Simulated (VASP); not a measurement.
Crystal: KIr3.

```
CELL_PARAMETERS angstrom
4.20339 0.00000 0.00000
0.00000 4.20339 0.00000
0.00000 0.00000 4.16019
ATOMIC_POSITIONS crystal
K 0.00000 0.00000 0.00000
Ir 0.00000 0.50000 0.50000
Ir 0.50000 0.00000 0.50000
Ir 0.50000 0.50000 0.00000
```

```yaml
Program: VASP 6.6.1
Task: relaxation of cell and atoms
Functional: PBE
Potentials_or_basis: VASP PAW PBE potentials, release 64 (K_sv, Ir)
Cutoff: 600 eV
k_mesh: 4 × 4 × 4
Occupations: gaussian, width 0.1 eV
Spin: no spin polarisation
```

At the start: pressure -10.2 GPa; volume 18.38 Å³/atom.

Question: How do energy, volume and symmetry change on relaxing?

Answer: Over 6 steps the energy falls by 49.9 meV/atom and the volume is 16.97 Å³/atom (-7.6 %); space group Pm-3m (No. 221, to 0.05 Å).

The path:
| step | energy change (eV) | largest force (eV/Å) | pressure (GPa) | volume (Å³) |
| --- | --- | --- | --- | --- |
| 1 | 0.0000 | 0.0000 | -10.20 | 73.50 |
| 2 | 0.1144 | 0.0000 | 18.33 | 61.75 |
| 3 | -0.1987 | 0.0000 | -0.24 | 67.88 |
| 4 | -0.1988 | 0.0000 | -0.01 | 67.77 |
| 5 | -0.1987 | 0.0000 | 0.24 | 67.66 |
| 6 | -0.1995 | 0.0000 | -0.23 | 67.89 |

Final structure:
```
K Ir
1.0
     4.08425    0.00000    0.00000
     0.00000    4.08425    0.00000
     0.00000    0.00000    4.06957
K Ir
1 3
Direct
  0.00000 0.00000 0.00000
  0.00000 0.50000 0.50000
  0.50000 0.00000 0.50000
  0.50000 0.50000 0.00000
```

Caveat: the k points lie up to 0.39 Å⁻¹ apart in the final cell.
